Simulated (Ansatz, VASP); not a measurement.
Two plane-wave programs on Lu5N

```
Lu N
1.0
     5.75699    0.00000    0.00000
    -2.87850    4.98570    0.00000
     0.00000    0.00000    4.67116
Lu N
5 1
Direct
  0.00000 0.50000 0.50000
  0.33333 0.66667 0.00000
  0.66667 0.33333 0.00000
  0.50000 0.00000 0.50000
  0.50000 0.50000 0.50000
  0.00000 0.00000 0.00000
```

Change from the starting cell: species swapped into the HoNi5 type (P6/mmm, No. 191).

Alike in both runs: task single point; functional PBE; k mesh 6 × 6 × 4; occupations gaussian, width 0.1 eV; no spin polarisation.

|  | VASP | Ansatz |
| --- | --- | --- |
| version | VASP 6.6.1 | Ansatz 0.2.0 |
| potentials or method | VASP PAW PBE potentials, release 64 (Lu, N), cutoff 520 eV | scalar-relativistic, plane waves, PAW |
| valence electrons in the cell | 130 | 130 |

```tsv
	VASP	Ansatz	Ansatz less VASP
gap on the k mesh at the Fermi level (eV)	none	none	-
pressure (GPa)	18.2	17.6	-0.57
traceless stress, the component that is largest in VASP (GPa)	10.16	10.02	-0.142
```

A gap of «none» marks a metal or a gap that the smearing closes.

Neither program's run includes spin-orbit coupling.
